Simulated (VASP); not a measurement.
# Ru (Im-3m) in VASP: further runs, part 2 of 2

VASP 6.6.1. Earlier steps stand in the parts before.

## 3. Relaxation of cell and atoms, PBE, target pressure 44 GPa, at which the enthalpy is minimised

The input, INCAR:

```
SYSTEM = Ru
ALGO = Normal
EDIFF = 1E-7
EDIFFG = -0.005
ENCUT = 500
GGA = PE
GGA_COMPAT = .FALSE.
IBRION = 2
ISIF = 3
ISMEAR = -1
LASPH = .TRUE.
LCHARG = .FALSE.
LREAL = .FALSE.
LWAVE = .FALSE.
NELM = 120
NELMIN = 4
NSW = 32
PREC = Accurate
PSTRESS = 440.0
SIGMA = 0.1
```

The input, KPOINTS:

```
k-points
0
G
  19 19 19
  0 0 0
```

The input, POSCAR:

```
Ru
1.0
   -1.4680362870      1.4680362870      1.4680362870
    1.4680362870     -1.4680362870      1.4680362870
    1.4680362870      1.4680362870     -1.4680362870
Ru
1
Direct
    0.0000000000      0.0000000000      0.0000000000
```

Potentials or basis: VASP PAW PBE potentials, release 64 (Ru_pv).

Command:

```bash
> cat potpaw_PBE.64/Ru_pv/POTCAR > POTCAR
> mpirun -np 1 vasp_std > vasp.out
```

OUTCAR:

```text
SYSTEM = Ru
   EDIFF = 1E-7
   EDIFFG = -0.005
   ENCUT = 500
   GGA = PE
   IBRION = 2
   ISIF = 3
   ISMEAR = -1
   LASPH = .TRUE.
   LREAL = .FALSE.
   NELM = 120
   NELMIN = 4
   NSW = 32
   PREC = Accurate
   PSTRESS = 440.0

 ion  position               nearest neighbor table
   1  0.000  0.000  0.000-

  LATTYP: Found a body centered cubic cell.
 ALAT       =     2.9360725740

  Lattice vectors:

 A1 = (  -1.4680362870,   1.4680362870,   1.4680362870)
 A2 = (   1.4680362870,  -1.4680362870,   1.4680362870)
 A3 = (   1.4680362870,   1.4680362870,  -1.4680362870)

Analysis of symmetry for initial positions (statically):
=====================================================================
 Subroutine PRICEL returns:
 Original cell was already a primitive cell.
[... 257 lines left out ...]
 Fermi energy:        14.3551167191

 k-point     1 :       0.0000    0.0000    0.0000
  band No.  band energies     occupation
      1     -28.2547      2.00000
      2     -28.2547      2.00000
      3     -28.2547      2.00000
      4       5.7580      2.00000
      5      11.1099      2.00000
      6      11.1099      2.00000
      7      11.1099      2.00000
      8      14.2148      1.60548
      9      14.2148      1.60548
     10      24.7627      0.00000
     11      31.5390      0.00000
[... 309 lines left out ...]
 k-point    24 :       0.3158    0.1053    0.0000
  band No.  band energies     occupation
      1     -29.3876      2.00000
      2     -28.6568      2.00000
      3     -28.3151      2.00000
      4       7.9938      2.00000
      5       9.4599      2.00000
      6      12.3381      2.00000
      7      13.9403      1.96890
      8      14.9223      0.00686
      9      16.9245      0.00000
     10      24.7620      0.00000
     11      28.2651      0.00000

 [... further k-points ...]

------------------------ aborting loop because EDIFF is reached ----------------------------------------

  FORCE on cell =-STRESS in cart. coord.  units (eV):
  Direction    XX          YY          ZZ          XY          YZ          ZX
  --------------------------------------------------------------------------------------
  -------------------------------------------------------------------------------------
  Total        3.4769017      3.4769017      3.4769017      0.0000000      0.0000000     -0.0000000
  in kB      440.0834201    440.0834201    440.0834201      0.0000000      0.0000000     -0.0000000
  external PRESSURE =       0.0834201 kB  Pullay stress =     440.0000000 kB
[... 20 lines left out ...]
  energy  without entropy=       -8.3891768625  energy(sigma->0) =       -8.41685091

  enthalpy is  TOTEN    =        -4.9682823572 eV   P V=        3.4762425993

 reached required accuracy - stopping structural energy minimisation
```

Wall time 81 s (1 thread of Intel Xeon 8259CL, shared host); peak memory 0.15 GiB.

What came out:

```yaml
Free_energy: -8.4445 eV
Relaxed_volume: 12.66 Å³/atom
Relaxed_cell: a = 2.543 Å, b = 2.543 Å, c = 2.543 Å, α = 109.47°, β = 109.47°, γ = 109.47°
Space_group_after_relaxing_to_0.05_Å: Im-3m (No. 229)
Energy_change_on_relaxing_the_enthalpy_is_what_falls: -0.8 meV/atom
Ionic_steps: 3
Pressure_after_relaxing: 44.0 GPa
Band_gap_on_the_k_mesh: zero (band 7 reaches 16.34 eV, above the bottom of band 8 at 12.09 eV)
```

The path:
```
step  energy change (eV)  largest force (eV/Å)  pressure (GPa)  volume (Å³)
   1              0.0000                0.0000           44.12        12.66
   2             -0.0047                0.0000           43.47        12.67
   3             -0.0008                0.0000           44.01        12.66
```

Final structure:
```cif
data_structure
_symmetry_space_group_name_H-M 'P 1'
_symmetry_Int_Tables_number 1
_cell_length_a 2.5429
_cell_length_b 2.5429
_cell_length_c 2.5429
_cell_angle_alpha 109.471
_cell_angle_beta 109.471
_cell_angle_gamma 109.471
_cell_volume 12.66
loop_
_atom_site_label
_atom_site_type_symbol
_atom_site_fract_x
_atom_site_fract_y
_atom_site_fract_z
_atom_site_occupancy
Ru1 Ru 0.00000 0.00000 0.00000 1
```

Caveat: the cell is relaxed towards a set pressure, so the enthalpy falls and the energy may rise.

## 4. Relaxation of cell and atoms, PBE

This run uses another cell than the first one, of 13.77 Å³/atom, 1.087 times its volume.

The input, INCAR:

```
  ALGO = Normal
  EDIFF = 1E-7
  EDIFFG = -0.005
  ENCUT = 500
  GGA = PE
  GGA_COMPAT = F
  IBRION = 2
  ISIF = 3
  ISMEAR = -1
  LASPH = T
  LCHARG = F
  LREAL = F
  LWAVE = F
  NELM = 120
  NELMIN = 4
  NSW = 60
  PREC = Accurate
  SIGMA = 0.1
```

The input, KPOINTS:

```
k-points
0
Gamma
  19 19 19
```

The input, POSCAR:

```
Ru
1.0
   -1.5098609582      1.5098609582      1.5098609582
    1.5098609582     -1.5098609582      1.5098609582
    1.5098609582      1.5098609582     -1.5098609582
Ru
1
Direct
    0.0000000000      0.0000000000      0.0000000000
```

Command:

```bash
> cat potpaw_PBE.64/Ru_pv/POTCAR > POTCAR
> mpirun -np 1 vasp_std > vasp.out
```

Run time: 4.2 min. Hardware: 1 thread of Intel Xeon 8259CL, shared host; peak memory 0.16 GiB.

It converged, with:

```yaml
Free_energy: -8.6404 eV
Relaxed_volume: 14.25 Å³/atom
Relaxed_cell: a = 2.645 Å, b = 2.645 Å, c = 2.645 Å, α = 109.47°, β = 109.47°, γ = 109.47°
Space_group_after_relaxing_to_0.05_Å: Im-3m (No. 229)
Energy_gained_by_relaxing: 15.3 meV/atom
Ionic_steps: 16
Pressure_after_relaxing: 0.0 GPa
Band_gap_on_the_k_mesh: zero (band 7 reaches 13.78 eV, above the bottom of band 8 at 10.31 eV)
```

The path:
```csv
step,energy change (eV),largest force (eV/Å),pressure (GPa),volume (Å³)
1,0.0000,0.0000,10.49,13.77
2,0.0825,0.0000,-20.58,15.64
3,-0.0153,0.0000,-0.29,14.27
4,-0.0153,0.0000,-0.07,14.26
5,-0.0153,0.0000,0.12,14.25
6,-0.0153,0.0000,0.12,14.25
7,-0.0153,0.0000,0.10,14.25
8,-0.0153,0.0000,0.10,14.25
9,-0.0153,0.0000,0.10,14.25
10,-0.0153,0.0000,0.10,14.25
11,-0.0153,0.0000,0.10,14.25
12,-0.0153,0.0000,0.10,14.25
13,-0.0153,0.0000,0.09,14.25
14,-0.0153,0.0000,0.09,14.25
15,-0.0153,0.0000,0.06,14.25
16,-0.0153,0.0000,0.02,14.25
```

Final structure:
```yaml
crystal:
  lattice:
    - [-1.52737, 1.52737, 1.52737]
    - [1.52737, -1.52737, 1.52737]
    - [1.52737, 1.52737, -1.52737]
  atoms:
    - { symbol: Ru, position: [0.00000, 0.00000, 0.00000] }
```

Levels at points of the mesh, in eV from the Fermi level:
| k point | band 5 | band 6 | band 7 | band 8 | band 9 | band 10 |
| --- | --- | --- | --- | --- | --- | --- |
| (0.00, 0.00, 0.00) | -2.73 | -2.73 | -2.73 | -0.09 | -0.09 | 10.57 |
